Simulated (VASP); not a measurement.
# TaF3 (Pm-3m) in VASP: density of states with PBE

Aim: the density of states of TaF3 with PBE.

Program: VASP 6.6.1. These are calculated values, not measurements. Logs are shortened: lines on timing, memory, paths and dates and some standing lists are left out, and cuts for length are marked.

### 1 The cell of the first run

The structure is cubic, space group Pm-3m (No. 221). Conventional cell: a = 3.911 Å, b = 3.911 Å, c = 3.911 Å, α = 90.00°, β = 90.00°, γ = 90.00°. Within 2.6 Å of Ta (site symmetry m-3m) lie 6 F at 1.96 Å. F (site symmetry 4/mmm) has 2 Ta at 1.96 Å within 2.6 Å.

### 2 Density of states, PBE

The input, POSCAR:

```
TaF3
1.0
    3.9110630000      0.0000000000      0.0000000000
    0.0000000000      3.9110630000      0.0000000000
    0.0000000000      0.0000000000      3.9110630000
Ta F
1 3
Direct
    0.0000000000      0.0000000000      0.0000000000
    0.5000000000      0.0000000000      0.0000000000
    0.0000000000      0.5000000000      0.0000000000
    0.0000000000      0.0000000000      0.5000000000
```

The input, INCAR.step1:

```
  PREC = Accurate
  ENCUT = 520
  EDIFF = 1E-6
  ISMEAR = -1
  SIGMA = 0.0255
  LREAL = F
  LASPH = T
  NELM = 80
  ALGO = Normal
  ISIF = 2
  LWAVE = F
  LCHARG = T
  LMAXMIX = 4
  GGA = PE
  NBANDS = 24
```

The input, KPOINTS.step1:

```
regular mesh
0
Gamma
  9 9 9
```

The input, INCAR.step2:

```
  PREC = Accurate
  ENCUT = 520
  EDIFF = 1E-6
  ISMEAR = -5
  SIGMA = 0.0255
  LREAL = F
  LASPH = T
  NELM = 80
  ALGO = Normal
  ISIF = 2
  LWAVE = F
  LCHARG = F
  LMAXMIX = 4
  GGA = PE
  LORBIT = 11
  NBANDS = 24
  NEDOS = 1001
  ICHARG = 11
```

The input, KPOINTS.step2:

```
regular mesh
0
Gamma
  14 14 14
```

Potentials or basis: VASP PAW PBE potentials, release 64 (Ta_pv, F).

On the command line:

```sh
$ cat potpaw_PBE.64/Ta_pv/POTCAR potpaw_PBE.64/F/POTCAR > POTCAR
$ cp INCAR.step1 INCAR
$ cp KPOINTS.step1 KPOINTS
$ mpirun -np 1 vasp_std > vasp.out
$ cp INCAR.step2 INCAR
$ cp KPOINTS.step2 KPOINTS
$ mpirun -np 1 vasp_std > vasp.out
```

OUTCAR:

```text
PREC = Accurate
   ENCUT = 520
   EDIFF = 1E-6
   ISMEAR = -5
   LREAL = F
   LASPH = T
   NELM = 80
   ISIF = 2
   GGA = PE
   LORBIT = 11
   ICHARG = 11

 ion  position               nearest neighbor table
   1  0.000  0.000  0.000-   2 1.96   3 1.96   4 1.96   4 1.96   3 1.96   2 1.96
   2  0.500  0.000  0.000-   1 1.96   1 1.96
   3  0.000  0.500  0.000-   1 1.96   1 1.96
   4  0.000  0.000  0.500-   1 1.96   1 1.96

  LATTYP: Found a simple cubic cell.
 ALAT       =     3.9110630000

  Lattice vectors:

 A1 = (   3.9110630000,   0.0000000000,   0.0000000000)
 A2 = (   0.0000000000,   3.9110630000,   0.0000000000)
 A3 = (   0.0000000000,   0.0000000000,   3.9110630000)

Analysis of symmetry for initial positions (statically):
=====================================================================
 Subroutine PRICEL returns:
 Original cell was already a primitive cell.

 Routine SETGRP: Setting up the symmetry group for a
 simple cubic supercell.

 Subroutine GETGRP returns: Found 48 space group operations
 (whereof 48 operations were pure point group operations)
 out of a pool of 48 trial point group operations.

The static configuration has the point symmetry O_h .

Analysis of symmetry for dynamics (positions and initial velocities):
=====================================================================
 Subroutine PRICEL returns:
 Original cell was already a primitive cell.

 Routine SETGRP: Setting up the symmetry group for a
 simple cubic supercell.

 Subroutine GETGRP returns: Found 48 space group operations
 (whereof 48 operations were pure point group operations)
 out of a pool of 48 trial point group operations.

The dynamic configuration has the point symmetry O_h .

 Subroutine INISYM returns: Found 48 space group operations
 (whereof 48 operations are pure point group operations),
 and found     1 'primitive' translations

----------------------------------------------------------------------------------------

                                     Primitive cell

  volume of cell :      59.8252

  direct lattice vectors                    reciprocal lattice vectors
     3.911063000  0.000000000  0.000000000     0.255684963  0.000000000  0.000000000
     0.000000000  3.911063000  0.000000000     0.000000000  0.255684963  0.000000000
     0.000000000  0.000000000  3.911063000     0.000000000  0.000000000  0.255684963

  length of vectors
     3.911063000  3.911063000  3.911063000     0.255684963  0.255684963  0.255684963

  position of ions in fractional coordinates (direct lattice)
     0.000000000  0.000000000  0.000000000
     0.500000000  0.000000000  0.000000000
     0.000000000  0.500000000  0.000000000
     0.000000000  0.000000000  0.500000000

  ion indices of the primitive-cell ions
   primitive index   ion index
                 1           1
                 2           2
                 3           3
                 4           4

----------------------------------------------------------------------------------------

 KPOINTS: regular mesh

Automatic generation of k-mesh.
 Grid dimensions read from file:
 generate k-points for:   14   14   14

 Generating k-lattice:

  Cartesian coordinates                     Fractional coordinates (reciprocal lattice)
     0.018263212  0.000000000  0.000000000     0.071428571  0.000000000  0.000000000
     0.000000000  0.018263212  0.000000000     0.000000000  0.071428571  0.000000000
     0.000000000  0.000000000  0.018263212     0.000000000  0.000000000  0.071428571

  Length of vectors
     0.018263212  0.018263212  0.018263212

  Shift w.r.t. Gamma in fractional coordinates (k-lattice)
     0.000000000  0.000000000  0.000000000

 TETIRR: Found   1360 inequivalent tetrahedra from    16464

 Subroutine IBZKPT returns following result:
 ===========================================

 Found    120 irreducible k-points:

 Following reciprocal coordinates:
            Coordinates               Weight
  0.000000  0.000000  0.000000      1.000000
  0.071429  0.000000  0.000000      6.000000
  0.142857  0.000000  0.000000      6.000000
  0.214286  0.000000  0.000000      6.000000
  0.285714  0.000000  0.000000      6.000000
  0.357143  0.000000  0.000000      6.000000
[... 16 lines left out ...]
  0.285714  0.214286  0.000000     24.000000
  0.357143  0.214286  0.000000     24.000000
 [... further k-points ...]
   k-points           NKPTS =    120   k-points in BZ     NKDIM =    120   number of bands    NBANDS=     24
   number of dos      NEDOS =   1001   number of ions     NIONS =      4
   total plane-waves  NPLWV =  27000
   dimension x,y,z NGX =    30 NGY =   30 NGZ =   30
   dimension x,y,z NGXF=    60 NGYF=   60 NGZF=   60
   ions per type =               1   3
   NGX,Y,Z   is equivalent  to a cutoff of  12.75, 12.75, 12.75 a.u.
   NGXF,Y,Z  is equivalent  to a cutoff of  25.50, 25.50, 25.50 a.u.
 SYSTEM =  unknown system
   PREC   = accura    normal or accurate (medium, high low for compatibility)
   ISTART =      0    job   : 0-new  1-cont  2-samecut
   ICHARG =     11    charge: 1-file 2-atom 10-const
   ISPIN  =      1    spin polarized calculation?
   LNONCOLLINEAR =      F non collinear calculations
   LSORBIT =      F    spin-orbit coupling
   LASPH  =      T    aspherical Exc in radial PAW
   ENCUT  =  520.0 eV  38.22 Ry    6.18 a.u.   7.27  7.27  7.27*2*pi/ulx,y,z
   NELM   =     80;   NELMIN=  2; NELMDL=  0     # of ELM steps
   EDIFF  = 0.1E-05   stopping-criterion for ELM
   LREAL  =      F    real-space projection
   EDIFFG = 0.1E-04   stopping-criterion for IOM
   NSW    =      0    number of steps for IOM
   IBRION =     -1    ionic relax: 0-MD 1-quasi-New 2-CG
   NFREE  =      0    steps in history (QN), initial steepest desc. (CG)
   ISIF   =      2    stress and relaxation
   ISYM   =      2    0-nonsym 1-usesym 2-fastsym
   POTIM  = 0.5000    time-step for ionic-motion
   TEBEG  =    0.0;   TEEND  =   0.0 temperature during run
   PSTRESS=    0.0 pullay stress
   NELECT =      32.0000    total number of electrons
   NUPDOWN=      -1.0000    fix difference up-down
   EMIN   =  10.00;   EMAX   =-10.00  energy-range for DOS
   EFERMI =   0.00;   METHOD = LEGACY
   ISMEAR =    -5;   SIGMA  =   0.03  broadening in eV -4-tet -1-fermi 0-gaus
   EFERMI_NEDOS =   21; number of points for ismear=-14 and -15
   IALGO  =     38    algorithm
   IMIX   =      4    mixing-type and parameters
     AMIX     =   0.40;   BMIX     =  1.00
     AMIX_MAG =   1.60;   BMIX_MAG =  1.00
  volume/ion in A,a.u.               =      14.96       100.93
  Fermi-wavevector in a.u.,A,eV,Ry     =   1.328913  2.511282 24.028036  1.766011
  Thomas-Fermi vector in A             =   2.458115
   LORBIT       =     11    0 simple, 1 ext, 2 COOP (PROOUT), +10 PAW based schemes
   GGA     = PE    functional components
   LHFCALC =     F    Hartree Fock is set to
   AEXX    =    0.0000 exact exchange contribution
   IVDW    =     0    specifies the selected vdW correction
   LEPSILON=     F    determine dielectric tensor
   LRPA    =     F    only Hartree local field effects (RPA)
 non-spin polarized calculation
 Fermi weights with tetrahedron method with Bloechl corrections
  energy-cutoff  :      520.00
  volume of cell :       59.83
 maximum number of plane-waves:      1640
 NGX is ok and might be reduce to    30

 number of electron      31.9999992 magnetization

 Free energy of the ion-electron system (eV)
  ---------------------------------------------------
  ext. energy  EPLUGINS =         0.00000000
  ---------------------------------------------------
  free energy    TOTEN  =       -26.09214435 eV

  energy without entropy =      -26.09214435  energy(sigma->0) =      -26.09214435

 E-fermi :   4.9036     XC(G=0):  -9.0078

 val. band max:        4.8910185279   @ k =   0.2857   0.2857   0.1429
 cond. band min:       4.8704677266   @ k =   0.2143   0.2143   0.2143
 fundamental gap:     -0.0205508013
 Fermi energy:         4.9036054559

 k-point     1 :       0.0000    0.0000    0.0000
  band No.  band energies     occupation
      1     -32.1745      2.00000
      2     -32.1745      2.00000
      3     -32.1745      2.00000
      4     -24.1468      2.00000
      5     -23.8192      2.00000
      6     -23.8192      2.00000
[... 16 lines left out ...]
     23      13.5275      0.00000
     24      13.7693      0.00000

 k-point     2 :       0.0714    0.0000    0.0000
  band No.  band energies     occupation
      1     -32.1940      2.00000
      2     -32.1742      2.00000
      3     -32.1742      2.00000
      4     -24.1265      2.00000
      5     -23.8194      2.00000
      6     -23.7825      2.00000
[... 16 lines left out ...]
     23      13.5719      0.00000
     24      13.7226      0.00000

 k-point     3 :       0.1429    0.0000    0.0000
  band No.  band energies     occupation
      1     -32.2477      2.00000
      2     -32.1734      2.00000
      3     -32.1734      2.00000
      4     -24.0879      2.00000
      5     -23.8189      2.00000
      6     -23.6588      2.00000
[... 16 lines left out ...]
     23      13.6997      0.00000
     24      13.8540      0.00000
[... 514 lines left out ...]
 k-point    23 :       0.2857    0.2143    0.0000
  band No.  band energies     occupation
      1     -32.4012      2.00000
      2     -32.3193      2.00000
      3     -32.1688      2.00000
      4     -23.9460      2.00000
      5     -23.4612      2.00000
      6     -23.1905      2.00000
[... 16 lines left out ...]
     23      11.9605      0.00000
     24      14.4735      0.00000

 k-point    24 :       0.3571    0.2143    0.0000
  band No.  band energies     occupation
      1     -32.4713      2.00000
      2     -32.3180      2.00000
      3     -32.1676      2.00000
      4     -23.9394      2.00000
      5     -23.4552      2.00000
      6     -22.9549      2.00000
[... 16 lines left out ...]
     23      12.3587      0.00000
     24      14.5044      0.00000

 [... further k-points ...]
[... 5 lines left out ...]
  --------------------------------------------------------------------------------------
  -------------------------------------------------------------------------------------
  Total        9.1542464      9.1542464      9.1542464     -0.0000000      0.0000000      0.0000000
  in kB      245.1595109    245.1595109    245.1595109     -0.0000000      0.0000000      0.0000000
  external PRESSURE =     245.1595109 kB  Pullay stress =       0.0000000 kB

 VOLUME and BASIS-vectors are now :
 -----------------------------------------------------------------------------
  energy-cutoff  :      520.00
  volume of cell :       59.83
      direct lattice vectors                 reciprocal lattice vectors
     3.911063000  0.000000000  0.000000000     0.255684963  0.000000000  0.000000000
     0.000000000  3.911063000  0.000000000     0.000000000  0.255684963  0.000000000
     0.000000000  0.000000000  3.911063000     0.000000000  0.000000000  0.255684963

 POSITION                                       TOTAL-FORCE (eV/Angst)
 -----------------------------------------------------------------------------------
      0.00000      0.00000      0.00000         0.000000      0.000000      0.000000
      1.95553      0.00000      0.00000         0.000000      0.000000      0.000000
      0.00000      1.95553      0.00000         0.000000      0.000000      0.000000
      0.00000      0.00000      1.95553         0.000000      0.000000      0.000000
 -----------------------------------------------------------------------------------
    total drift:                                0.000000      0.000000      0.000000

  FREE ENERGIE OF THE ION-ELECTRON SYSTEM (eV)
  ---------------------------------------------------
  free  energy   TOTEN  =       -26.0921443477 eV

  energy  without entropy=      -26.0921443477  energy(sigma->0) =      -26.09214435

 total charge

# of ion       s       p       d       tot
------------------------------------------
    1        0.253   6.242   2.597   9.092
    2        1.739   4.418   0.000   6.157
    3        1.739   4.418   0.000   6.157
    4        1.739   4.418   0.000   6.157
--------------------------------------------------
tot          5.471  19.496   2.597  27.564
```

It took 3.4 min on 1 thread of Intel Xeon 6975P-C, shared host; peak memory 0.27 GiB.

What came out:

| Property | Result |
| --- | --- |
| Valence electrons inside the program's atomic spheres | Ta 9.09; F 6.16 |

Caveat: spin-orbit coupling is left out, which moves the levels of the heavy elements; tetrahedron occupations give inexact forces and stress in metals.
